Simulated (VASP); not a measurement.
# MoSe (Fm-3m) in VASP: single point with PBE

Aim: the single point of MoSe with PBE.

Everything below comes from runs of VASP 6.6.1. Logs are shortened: lines on timing, memory, paths and dates and some standing lists are left out, and cuts for length are marked.

**1. The cell of the first run**

Symmetry: Fm-3m, No. 225, cubic system. Conventional cell: a = 5.220 Å, b = 5.220 Å, c = 5.220 Å, α = 90.00°, β = 90.00°, γ = 90.00°. Mo (site symmetry m-3m) has 6 Se at 2.61 Å within 3.4 Å. Se (site symmetry m-3m) has 6 Mo at 2.61 Å within 3.4 Å.

**2. Single point, PBE, collinear spin**

Contents of INCAR:

```
SYSTEM = MoSe
  PREC = Accurate
  ENCUT = 520
  EDIFF = 1E-6
  ISMEAR = 0
  SIGMA = 0.1
  LREAL = .False.
  LASPH = .True.
  NELM = 150
  ALGO = Normal
  ISIF = 2
  LWAVE = .False.
  LCHARG = .False.
  ISPIN = 2
  MAGMOM = 2 -2 0 0
  LORBIT = 11
  LMAXMIX = 4
  GGA = PE
  NBANDS = 32
```

Contents of KPOINTS:

```
regular mesh
0
Gamma
  14 14 7
  0 0 0
```

Contents of POSCAR:

```
MoSe
1.0
    0.0000000000      2.6101627283      2.6101627283
    2.6101627283      0.0000000000      2.6101627283
    5.2203254566      5.2203254566      0.0000000000
Mo Se
2 2
Direct
    1.0000000000      0.0000000000      0.0000000000
    1.0000000000      0.0000000000      0.5000000000
    0.5000000000      0.5000000000      0.2500000000
    0.5000000000      0.5000000000      0.7500000000
```

Potentials or basis: VASP PAW PBE potentials, release 64 (Mo_sv, Se).

On the command line:

```console
$ cat potpaw_PBE.64/Mo_sv/POTCAR potpaw_PBE.64/Se/POTCAR > POTCAR
$ mpirun -np 1 vasp_std > vasp.out
```

OUTCAR:

```text
SYSTEM = MoSe
   PREC = Accurate
   ENCUT = 520
   EDIFF = 1E-6
   ISMEAR = 0
   LREAL = .False.
   LASPH = .True.
   NELM = 150
   ISIF = 2
   ISPIN = 2
   LORBIT = 11
   GGA = PE

 ion  position               nearest neighbor table
   1  0.000  0.000  0.000-   4 2.61   3 2.61   4 2.61   3 2.61   4 2.61   3 2.61
   2  0.000  0.000  0.500-   3 2.61   3 2.61   4 2.61   3 2.61   4 2.61   4 2.61
   3  0.500  0.500  0.250-   1 2.61   1 2.61   2 2.61   1 2.61   2 2.61   2 2.61
   4  0.500  0.500  0.750-   2 2.61   1 2.61   2 2.61   1 2.61   2 2.61   1 2.61

  LATTYP: Found a trigonal (rhomboedric) cell.
 ALAT       =     6.3935668300
 COS(alpha) =     0.8333333333

  Lattice vectors:

 A1 = (   5.2203254566,   2.6101627283,  -2.6101627283)
 A2 = (   2.6101627283,   2.6101627283,  -5.2203254566)
 A3 = (   2.6101627283,   5.2203254566,  -2.6101627283)

Analysis of symmetry for initial positions (statically):
=====================================================================
 Subroutine PRICEL returns following result:

  LATTYP: Found a face centered cubic cell.
 ALAT       =     5.2203254566

  Lattice vectors:

 A1 = (   0.0000000000,   2.6101627283,   2.6101627283)
 A2 = (   2.6101627283,   0.0000000000,   2.6101627283)
 A3 = (   2.6101627283,   2.6101627283,   0.0000000000)

   2 primitive cells build up your supercell.

 Routine SETGRP: Setting up the symmetry group for a
 trigonal (rhombohedral) supercell.

 Subroutine GETGRP returns: Found 12 space group operations
 (whereof 12 operations were pure point group operations)
 out of a pool of 12 trial point group operations.

The static configuration has the point symmetry D_3d.

Analysis of symmetry for dynamics (positions and initial velocities):
=====================================================================
 Subroutine PRICEL returns following result:

  LATTYP: Found a face centered cubic cell.
 ALAT       =     5.2203254566

  Lattice vectors:

 A1 = (   0.0000000000,   2.6101627283,   2.6101627283)
 A2 = (   2.6101627283,   0.0000000000,   2.6101627283)
 A3 = (   2.6101627283,   2.6101627283,   0.0000000000)

   2 primitive cells build up your supercell.

 Routine SETGRP: Setting up the symmetry group for a
 trigonal (rhombohedral) supercell.

 Subroutine GETGRP returns: Found 12 space group operations
 (whereof 12 operations were pure point group operations)
 out of a pool of 12 trial point group operations.

The dynamic configuration has the point symmetry D_3d.

Analysis of structural, dynamic, and magnetic symmetry:
=====================================================================
 Subroutine PRICEL returns following result:

  LATTYP: Found a face centered cubic cell.
 ALAT       =     5.2203254566

  Lattice vectors:

 A1 = (   0.0000000000,   2.6101627283,   2.6101627283)
 A2 = (   2.6101627283,   0.0000000000,   2.6101627283)
 A3 = (   2.6101627283,   2.6101627283,   0.0000000000)

   2 primitive cells build up your supercell.

 Routine SETGRP: Setting up the symmetry group for a
 trigonal (rhombohedral) supercell.

 Subroutine GETGRP returns: Found 12 space group operations
 (whereof 12 operations were pure point group operations)
 out of a pool of 12 trial point group operations.

The overall configuration has the point symmetry D_3d.

 Subroutine INISYM returns: Found 12 space group operations
 (whereof 12 operations are pure point group operations),
 and found     2 'primitive' translations

----------------------------------------------------------------------------------------

                                     Primitive cell

  volume of cell :      35.5658

  direct lattice vectors                    reciprocal lattice vectors
     0.000000000  2.610162728  2.610162728    -0.191558938  0.191558938  0.191558938
     2.610162728  0.000000000  2.610162728     0.191558938 -0.191558938  0.191558938
     2.610162728  2.610162728  0.000000000     0.191558938  0.191558938 -0.191558938

  length of vectors
     3.691327530  3.691327530  3.691327530     0.331789813  0.331789813  0.331789813

  position of ions in fractional coordinates (direct lattice)
     0.000000000  0.000000000  0.000000000
     0.500000000  0.500000000  0.500000000

  ion indices of the primitive-cell ions
   primitive index   ion index
                 1           1
                 2           3

----------------------------------------------------------------------------------------

 KPOINTS: regular mesh

Automatic generation of k-mesh.
 Grid dimensions read from file:
 generate k-points for:   14   14    7

 Generating k-lattice:

  Cartesian coordinates                     Fractional coordinates (reciprocal lattice)
    -0.013682781  0.013682781  0.013682781     0.071428571  0.000000000  0.000000000
     0.013682781 -0.013682781  0.013682781     0.000000000  0.071428571  0.000000000
     0.013682781  0.013682781 -0.013682781     0.000000000  0.000000000  0.142857143

  Length of vectors
     0.023699272  0.023699272  0.023699272

  Shift w.r.t. Gamma in fractional coordinates (k-lattice)
     0.000000000  0.000000000  0.000000000

 -----------------------------------------------------------------------------
|                                                                             |
|           W    W    AA    RRRRR   N    N  II  N    N   GGGG   !!!           |
|           W    W   A  A   R    R  NN   N  II  NN   N  G    G  !!!           |
|           W    W  A    A  R    R  N N  N  II  N N  N  G       !!!           |
|           W WW W  AAAAAA  RRRRR   N  N N  II  N  N N  G  GGG   !            |
|           WW  WW  A    A  R   R   N   NN  II  N   NN  G    G                |
|           W    W  A    A  R    R  N    N  II  N    N   GGGG   !!!           |
|                                                                             |
|     Your reciprocal lattice and k-lattice belong to different lattice       |
|     classes:                                                                |
|                                                                             |
|        The reciprocal lattice is rhombohedral (trigonal),                   |
|        whereas your k-lattice is body-centered cubic.                       |
|                                                                             |
|     Results are often still useful ...                                      |
|                                                                             |
 -----------------------------------------------------------------------------

 Subroutine IBZKPT returns following result:
 ===========================================

 Found    144 irreducible k-points:

 Following reciprocal coordinates:
            Coordinates               Weight
  0.000000  0.000000  0.000000      1.000000
  0.071429  0.000000  0.000000      6.000000
  0.142857  0.000000  0.000000      6.000000
  0.214286  0.000000  0.000000      6.000000
  0.285714  0.000000  0.000000      6.000000
  0.357143  0.000000  0.000000      6.000000
[... 16 lines left out ...]
  0.214286  0.142857  0.000000     12.000000
  0.285714  0.142857  0.000000     12.000000
 [... further k-points ...]
   k-points           NKPTS =    144   k-points in BZ     NKDIM =    144   number of bands    NBANDS=     32
   number of dos      NEDOS =    301   number of ions     NIONS =      4
   total plane-waves  NPLWV =  43904
   dimension x,y,z NGX =    28 NGY =   28 NGZ =   56
   dimension x,y,z NGXF=    56 NGYF=   56 NGZF=  112
   ions per type =               2   2
   NGX,Y,Z   is equivalent  to a cutoff of  12.61, 12.61, 12.61 a.u.
   NGXF,Y,Z  is equivalent  to a cutoff of  25.22, 25.22, 25.22 a.u.
 SYSTEM =  MoSe
   PREC   = accura    normal or accurate (medium, high low for compatibility)
   ISTART =      0    job   : 0-new  1-cont  2-samecut
   ICHARG =      2    charge: 1-file 2-atom 10-const
   ISPIN  =      2    spin polarized calculation?
   LNONCOLLINEAR =      F non collinear calculations
   LSORBIT =      F    spin-orbit coupling
   LASPH  =      T    aspherical Exc in radial PAW
   ENCUT  =  520.0 eV  38.22 Ry    6.18 a.u.   6.86  6.86 13.73*2*pi/ulx,y,z
   NELM   =    150;   NELMIN=  2; NELMDL= -5     # of ELM steps
   EDIFF  = 0.1E-05   stopping-criterion for ELM
   LREAL  =      F    real-space projection
   EDIFFG = 0.1E-04   stopping-criterion for IOM
   NSW    =      0    number of steps for IOM
   IBRION =     -1    ionic relax: 0-MD 1-quasi-New 2-CG
   NFREE  =      0    steps in history (QN), initial steepest desc. (CG)
   ISIF   =      2    stress and relaxation
   ISYM   =      2    0-nonsym 1-usesym 2-fastsym
   POTIM  = 0.5000    time-step for ionic-motion
   TEBEG  =    0.0;   TEEND  =   0.0 temperature during run
   PSTRESS=    0.0 pullay stress
   NELECT =      40.0000    total number of electrons
   NUPDOWN=      -1.0000    fix difference up-down
   EMIN   =  10.00;   EMAX   =-10.00  energy-range for DOS
   EFERMI =   0.00;   METHOD = LEGACY
   ISMEAR =     0;   SIGMA  =   0.10  broadening in eV -4-tet -1-fermi 0-gaus
   EFERMI_NEDOS =   21; number of points for ismear=-14 and -15
   IALGO  =     38    algorithm
   IMIX   =      4    mixing-type and parameters
     AMIX     =   0.40;   BMIX     =  1.00
     AMIX_MAG =   1.60;   BMIX_MAG =  1.00
  volume/ion in A,a.u.               =      17.78       120.00
  Fermi-wavevector in a.u.,A,eV,Ry     =   1.351265  2.553521 24.843116  1.825918
  Thomas-Fermi vector in A             =   2.478701
   LORBIT       =     11    0 simple, 1 ext, 2 COOP (PROOUT), +10 PAW based schemes
   GGA     = PE    functional components
   LHFCALC =     F    Hartree Fock is set to
   AEXX    =    0.0000 exact exchange contribution
   IVDW    =     0    specifies the selected vdW correction
   LEPSILON=     F    determine dielectric tensor
   LRPA    =     F    only Hartree local field effects (RPA)
 spin polarized calculation
 Gauss-broadening in eV      SIGMA  =   0.10
  energy-cutoff  :      520.00
  volume of cell :       71.13
 maximum number of plane-waves:      1942
   NGX = 13   NGY = 13   NGZ = 27

 number of electron      40.0000003 magnetization      -0.0000000

 number of electron      40.0000003 magnetization       0.0000000

 Free energy of the ion-electron system (eV)
  ---------------------------------------------------
  ext. energy  EPLUGINS =         0.00000000
  ---------------------------------------------------
  free energy    TOTEN  =       -26.64766004 eV

  energy without entropy =      -26.62320522  energy(sigma->0) =      -26.63543263

 E-fermi :   9.6513     XC(G=0): -11.7529

 val. band max:        9.6507058490   @ k =  -0.2143   0.2143   0.1429
 cond. band min:       9.6540464247   @ k =   0.5000   0.2857   0.2857
 fundamental gap:      0.0033405757
 Fermi energy:         9.6512899318

 spin component 1

 k-point     1 :       0.0000    0.0000    0.0000
  band No.  band energies     occupation
      1     -51.9687      1.00000
      2     -51.1064      1.00000
      3     -26.1775      1.00000
      4     -26.1396      1.00000
      5     -26.1396      1.00000
      6     -25.2920      1.00000
[... 24 lines left out ...]
     31      17.6356      0.00000
     32      21.5021      0.00000
[... 774 lines left out ...]
      2     -51.1038      1.00000
      3     -26.1810      1.00000
      4     -26.1660      1.00000
      5     -26.1520      1.00000
      6     -25.2855      1.00000
[... 24 lines left out ...]
     31      17.6171      0.00000
     32      18.3043      0.00000

 [... further k-points ...]

 spin component 2

 k-point     1 :       0.0000    0.0000    0.0000
  band No.  band energies     occupation
      1     -51.9687      1.00000
      2     -51.1064      1.00000
      3     -26.1775      1.00000
      4     -26.1396      1.00000
      5     -26.1396      1.00000
      6     -25.2920      1.00000
[... 24 lines left out ...]
     31      17.6356      0.00000
     32      21.5021      0.00000
[... 774 lines left out ...]
      2     -51.1038      1.00000
      3     -26.1810      1.00000
      4     -26.1660      1.00000
      5     -26.1520      1.00000
      6     -25.2855      1.00000
[... 24 lines left out ...]
     31      17.6171      0.00000
     32      18.3043      0.00000

 [... further k-points ...]
[... 5 lines left out ...]
  --------------------------------------------------------------------------------------
  -------------------------------------------------------------------------------------
  Total        1.8138324      1.8138324      1.8138324     -1.0928354      1.0928354      1.0928354
  in kB       40.8549792     40.8549792     40.8549792    -24.6151550     24.6151550     24.6151550
  external PRESSURE =      40.8549792 kB  Pullay stress =       0.0000000 kB

 VOLUME and BASIS-vectors are now :
 -----------------------------------------------------------------------------
  energy-cutoff  :      520.00
  volume of cell :       71.13
      direct lattice vectors                 reciprocal lattice vectors
     0.000000000  2.610162728  2.610162728    -0.191558938  0.191558938  0.191558938
     2.610162728  0.000000000  2.610162728     0.191558938 -0.191558938  0.191558938
     5.220325457  5.220325457  0.000000000     0.095779469  0.095779469 -0.095779469

 POSITION                                       TOTAL-FORCE (eV/Angst)
 -----------------------------------------------------------------------------------
      0.00000      0.00000      0.00000         0.000000      0.000000      0.000000
      2.61016      2.61016      0.00000        -0.000000      0.000000      0.000000
      2.61016      2.61016      2.61016        -0.000000     -0.000000     -0.000000
      5.22033      5.22033      2.61016         0.000000      0.000000     -0.000000
 -----------------------------------------------------------------------------------
    total drift:                               -0.000000      0.000000      0.000000

  FREE ENERGIE OF THE ION-ELECTRON SYSTEM (eV)
  ---------------------------------------------------
  free  energy   TOTEN  =       -26.6476600412 eV

  energy  without entropy=      -26.6232052171  energy(sigma->0) =      -26.63543263

 total charge

# of ion       s       p       d       tot
------------------------------------------
    1        2.209   6.093   4.070  12.373
    2        2.209   6.093   4.070  12.373
    3        1.428   2.410   0.115   3.953
    4        1.428   2.410   0.115   3.953
--------------------------------------------------
tot          7.276  17.005   8.370  32.651

 magnetization (x)

# of ion       s       p       d       tot
------------------------------------------
    1        0.011   0.011   1.312   1.334
    2       -0.011  -0.011  -1.312  -1.334
    3        0.000   0.000   0.000   0.000
    4        0.000   0.000   0.000   0.000
--------------------------------------------------
tot          0.000   0.000   0.000   0.000
```

Wall time 18 min (1 thread of Oxide Virtual Turin-like, shared host); peak memory 0.53 GiB.

Results:

```
Free energy                                           : -26.6477 eV
Pressure                                              : 4.1 GPa
Band gap on the k mesh                                : zero (filled and empty bands overlap)
Net moment                                            : 0.00 μB per cell
Site moments                                          : Mo +1.33, -1.33; Se +0.00 μB
Valence electrons inside the program's atomic spheres : Mo 12.37; Se 3.95
```

Caveat: the cell stands under pressure.
